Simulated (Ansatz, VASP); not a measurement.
## Co in VASP and in Ansatz

File INCAR:

```
SYSTEM = Co
ALGO     = Normal         ! electronic algorithm
EDIFF    = 1E-7           ! SCF threshold, eV
ENCUT    = 520            ! plane-wave cutoff, eV
GGA      = CA             ! functional
ISIF     = 2              ! what is computed and relaxed
ISMEAR   = -1             ! smearing method
ISPIN    = 2              ! spin polarisation
LASPH    = .True.         ! aspherical terms in the spheres
LCHARG   = .False.        ! write CHGCAR
LMAXMIX  = 4              ! l up to which the mixer works
LORBIT   = 11             ! projections on sites
LREAL    = .False.        ! projectors in reciprocal space
LWAVE    = .False.        ! write WAVECAR
MAGMOM   = 1.683          ! initial moments
NBANDS   = 14             ! bands
NELM     = 150            ! most SCF steps
PREC     = Accurate       ! precision mode
SIGMA    = 0.05           ! smearing width, eV
```

KPOINTS

```
k-points
0
Gamma
  18 18 18
  0 0 0
```

File POSCAR:

```
Co
1.0
   -1.3665268818      1.3665268818      1.3665268818
    1.3665268818     -1.3665268818      1.3665268818
    1.3665268818      1.3665268818     -1.3665268818
Co
1
Direct
    0.0000000000      0.0000000000      0.0000000000
```

Input for Ansatz:

```yaml
crystal:
  lattice:
    - [-1.3665268818, 1.3665268818, 1.3665268818]
    - [1.3665268818, -1.3665268818, 1.3665268818]
    - [1.3665268818, 1.3665268818, -1.3665268818]
  atoms:
    - { symbol: Co, position: [0.0, 0.0, 0.0], spin: 1.683 }
hamiltonian:
  xc: lda
  pseudopotentials:
    kind: paw
    azcp:
      Co: "pseudopotentials/Co.paw.azcp"
basis:
  ecutwfc: 420
  fft_grid_basis: typed
kpoints:
  mp_grid: { grid: [18, 18, 18], shift: [0, 0, 0] }
magnetization:
  spin_polarized: true
scf:
  occupations: { method: fermi_dirac, width: 0.05 }
  lower_state_search: "off"
output:
  stress: true
```

Alike in both runs: task single point; functional LDA; k mesh 18 × 18 × 18; occupations fermi-dirac, width 0.05 eV; collinear spin.

|  | VASP | Ansatz |
| --- | --- | --- |
| version | VASP 6.6.1 | Ansatz 0.2.0 |
| potentials or method | VASP PAW LDA potentials, release 64 (Co), cutoff 520 eV | plane waves (420 eV) with PAW, scalar-relativistic |
| valence electrons in the cell | 9 | 17 |

```tsv
	VASP	Ansatz	Ansatz less VASP
pressure (GPa)	-1.0	0.1	+1.13
net moment per atom (μB)	1.63	1.65	+0.025
size of the moment on the site where the two differ most (μB)	1.62	1.69	+0.064
```

Ansatz warns that its potentials were made for another functional, while VASP's fit it. LDA's correlation is that of Perdew and Zunger in VASP and of Perdew and Wang (1992) in Ansatz. Site moments also hang on the region over which each program counts them. VASP's potentials hold 9 valence electrons a cell and Ansatz's 17, so a difference there can come from the potentials and not from the codes.
